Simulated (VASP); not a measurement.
A run of VASP 6.6.1:

Contents of INCAR:

```
ALGO = Normal
EDIFF = 1E-7
ENCUT = 520
GGA = PS
ISIF = 2
ISMEAR = 0
ISPIN = 2
LASPH = True
LCHARG = True
LELF = True
LMAXMIX = 6
LORBIT = 11
LREAL = False
LVHAR = True
LWAVE = False
MAGMOM = 6.73 0 0 0
NBANDS = 32
NELM = 150
PREC = Accurate
SIGMA = 0.05
```

The input KPOINTS:

```
k-points
0
Gamma
  8 8 8
```

File POSCAR:

```
EuOs3
1.0
    4.0634282070      0.0000000000      0.0000000000
    0.0000000000      4.0634282070      0.0000000000
    0.0000000000      0.0000000000      4.0634282070
Eu Os
1 3
Direct
    0.0000000000      0.0000000000      0.0000000000
    0.0000000000      0.5000000000      0.5000000000
    0.5000000000      0.5000000000      0.0000000000
    0.5000000000      0.0000000000      0.5000000000
```

Potentials or basis: VASP PAW PBE potentials, release 64 (Eu, Os).

Launch:

```sh
$ cat potpaw_PBE.64/Eu/POTCAR potpaw_PBE.64/Os/POTCAR > POTCAR
$ mpirun -np 1 vasp_std > vasp.out
```

Hardware: 1 thread of Intel(R) Xeon(R) 6975P-C (Granite Rapids), with other jobs on the host.

**Question.** How long does it take, and how much memory?

**Answer.** Wall time 3.2 min on 1 thread of Intel(R) Xeon(R) 6975P-C (Granite Rapids), with other jobs on the host, peak memory 0.29 GiB. Counts: scf iterations 34, k points 35.
